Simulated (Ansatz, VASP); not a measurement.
# ZrOs: VASP beside Ansatz

The input INCAR:

```
ALGO = Normal
EDIFF = 1E-8
ENCUT = 520
ISIF = 2
ISMEAR = -1
LASPH = T
LCHARG = F
LEFG = T
LREAL = F
LWAVE = F
NBANDS = 17
NELM = 100
PREC = Accurate
SIGMA = 0.03
```

Contents of KPOINTS:

```
k-points
0
Gamma
  13 13 13
```

Contents of POSCAR:

```
ZrOs
1.0
    3.2188999994      0.0000000000      0.0000000000
    0.0000000000      3.2188999994      0.0000000000
    0.0000000000      0.0000000000      3.2188999994
Zr Os
1 1
Direct
    0.5000000000      0.5000000000      0.5000000000
    0.0000000000      0.0000000000      0.0000000000
```

Input for Ansatz:

```yaml
crystal:
  lattice:
    - [3.2188999994, 0.0, 0.0]
    - [0.0, 3.2188999994, 0.0]
    - [0.0, 0.0, 3.2188999994]
  atoms:
    - { symbol: Zr, position: [0.5, 0.5, 0.5] }
    - { symbol: Os, position: [0.0, 0.0, 0.0] }
kpoints:
  mp_grid: { grid: [13, 13, 13] }
scf:
  occupations: { method: fermi_dirac, width: 0.03 }
hamiltonian:
  xc: lda
  pseudopotentials: { kind: paw }
output:
  forces: true
  stress: true
  eigenvalues: true
  efg: { contact_densities: true }
```

Change from the starting cell: volume scaled by 0.96, PAW files.

Alike in both runs: task electric field gradients; functional LDA; k mesh 13 × 13 × 13; occupations fermi-dirac, width 0.03 eV; no spin polarisation.

|  | VASP | Ansatz |
| --- | --- | --- |
| version | VASP 6.6.1 | Ansatz 0.2.0 |
| potentials or method | VASP PAW LDA potentials, release 64 (Zr_sv, Os) | PAW with Ansatz's default frozen-core files, scalar-relativistic |
| plane-wave cutoff (eV) | 520 | 420 |
| valence electrons in the cell | 20 | 28 |

Ansatz gave:

- pressure (GPa): 1.6

**Question.** Which values does VASP return?

**Answer.** Pressure (GPa): 2.0.

LDA's correlation is that of Perdew and Zunger in VASP and of Perdew and Wang (1992) in Ansatz. VASP's potentials hold 20 valence electrons a cell and Ansatz's 28, so a difference there can come from the potentials and not from the codes.

Neither program's run includes spin-orbit coupling.
